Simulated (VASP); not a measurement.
The system is Hf2Ge3.

```xyz
5
Lattice="4.5495 0.0000 0.0000 -2.2748 3.9400 0.0000 0.0000 0.0000 5.3989" Properties=species:S:1:pos:R:3 pbc="T T T"
Hf    0.0000    0.0000    3.9891
Hf    0.0000    0.0000    1.4098
Ge    2.2748    0.0000    2.6994
Ge   -1.1374    1.9700    2.6994
Ge    1.1374    1.9700    2.6994
```

The cell was built from a structure type or drawn by symmetry, and may not be a known phase.

```yaml
Program: VASP 6.6.1
Task: relaxation of cell and atoms
Functional: PBE
Potentials_or_basis: VASP PAW PBE potentials, release 64 (Hf_pv, Ge_d)
Cutoff: 600 eV
k_mesh: 6 × 6 × 4
Occupations: gaussian, width 0.1 eV
Spin: no spin polarisation
```

At the start: pressure 44.6 GPa; volume 19.36 Å³/atom.

**Question.** Where does the relaxation end?

**Answer.** Over 12 steps the energy falls by 855.0 meV/atom and the volume is 27.08 Å³/atom (+39.9 %); space group P6/mmm (No. 191, to 0.1 Å) before and after.

The path:
| step | energy change (eV) | largest force (eV/Å) | pressure (GPa) | volume (Å³) |
| --- | --- | --- | --- | --- |
| 1 | 0.0000 | 3.5277 | 44.59 | 96.78 |
| 2 | -0.9429 | 2.7879 | -9.26 | 192.39 |
| 3 | -3.9729 | 2.3576 | -0.11 | 133.91 |
| 4 | -3.9820 | 2.2667 | 0.52 | 132.55 |
| 5 | -3.9851 | 2.1878 | 1.04 | 131.46 |
| 6 | -4.2525 | 0.5102 | -0.15 | 136.22 |
| 7 | -4.2653 | 0.1277 | -0.27 | 137.36 |
| 8 | -4.2658 | 0.0362 | -0.33 | 137.63 |
| 9 | -4.2684 | 0.0562 | 0.05 | 136.60 |
| 10 | -4.2687 | 0.1013 | 0.22 | 136.11 |
| 11 | -4.2708 | 0.0804 | 0.20 | 135.93 |
| 12 | -4.2751 | 0.0222 | 0.03 | 135.40 |

Final structure:
```xyz
5
Lattice="5.2647 0.0000 0.0000 -2.6324 4.5594 0.0000 0.0000 0.0000 5.6406" Properties=species:S:1:pos:R:3 pbc="T T T"
Hf    0.0000    0.0000    4.1432
Hf   -2.6324    4.5594    1.4974
Ge    2.6324    0.0000    2.8203
Ge   -1.3162    2.2797    2.8203
Ge    1.3162    2.2797    2.8203
```

Caveat: the volume moved by over 15 % at a fixed basis, so the end points are rough.
